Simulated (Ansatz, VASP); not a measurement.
**CuO in VASP and in Ansatz**

```
CELL_PARAMETERS angstrom
4.16094 0.00000 0.00000
0.00000 4.16094 0.00000
0.00000 0.00000 3.88764
ATOMIC_POSITIONS crystal
Cu 0.97755 0.98817 0.96033
Cu 0.03967 0.52611 0.51817
Cu 0.48116 0.99342 0.50592
O 0.01104 0.50282 0.97548
O 0.46136 0.98875 0.98674
O 0.02922 0.00073 0.55336
```

Alike in both runs: functional PBE; k mesh 7 × 7 × 7; occupations fermi-dirac, width 0.05 eV; no spin polarisation.

|  | VASP | Ansatz |
| --- | --- | --- |
| version | VASP 6.6.1 | Ansatz 0.2.0 |
| potentials or method | VASP PAW PBE potentials, release 64 (Cu, O) | Ansatz NC |
| plane-wave cutoff (eV) | 520 | 1252 |
| valence electrons in the cell | 51 | 75 |
| task | single point | band structure |

|  | VASP | Ansatz | Ansatz less VASP |
| --- | --- | --- | --- |
| gap on the k mesh at the Fermi level (eV) | none | none | - |
| pressure (GPa) | 17.1 | 16.5 | -0.60 |
| traceless stress, the component that is largest in VASP (GPa) | 16.23 | 15.90 | -0.338 |
| rms of the force components (eV/Å) | 3.508 | 3.467 | -0.0407 |

Atom by atom the forces differ by 0.048 eV/Å (rms over components). A gap of «none» marks a metal or a gap that the smearing closes. VASP's potentials hold 51 valence electrons a cell and Ansatz's 75, so a difference there can come from the potentials and not from the codes.
